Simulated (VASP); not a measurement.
Nb3Ir, 8 atoms in the cell. Symmetry: Pm-3n, No. 223, cubic system. Conventional cell: a = 5.148 Å, b = 5.148 Å, c = 5.148 Å, α = 90.00°, β = 90.00°, γ = 90.00°. Nb (site symmetry -4m2) has 10 Nb at 2.57 to 3.15 Å and 4 Ir at 2.88 Å within 3.4 Å. Ir (site symmetry m-3) has 12 Nb at 2.88 Å within 3.8 Å. 

```yaml
Program: VASP 6.6.1
Task: single point
Functional: r2SCAN
Potentials_or_basis: VASP PAW PBE potentials, release 64 (Nb_sv, Ir)
Cutoff: 520 eV
k_mesh: 7 × 7 × 7
Occupations: fermi-dirac, width 0.1 eV
Spin: no spin polarisation
Dipole_correction: no
Further_INCAR_settings: ALGO = Normal; EDIFF = 1e-07; NBANDS = 58
```

Potentials or basis: VASP PAW PBE potentials, release 64 (Nb_sv, Ir).

The run is started by

```bash
$ cat potpaw_PBE.64/Nb_sv/POTCAR potpaw_PBE.64/Ir/POTCAR > POTCAR
$ cp INCAR.step1 INCAR
$ mpirun -np 1 vasp_std > vasp.out
$ cp INCAR.step2 INCAR
$ mpirun -np 1 vasp_std > vasp.out
```

Hardware: 1 thread of Intel(R) Xeon(R) 6975P-C (Granite Rapids) (shared host).

Q: Estimate the wall time of this run.

A: It took 4.4 min on 1 thread of Intel(R) Xeon(R) 6975P-C (Granite Rapids), with other jobs on the host, peak memory 0.32 GiB. Counts: k points 20.
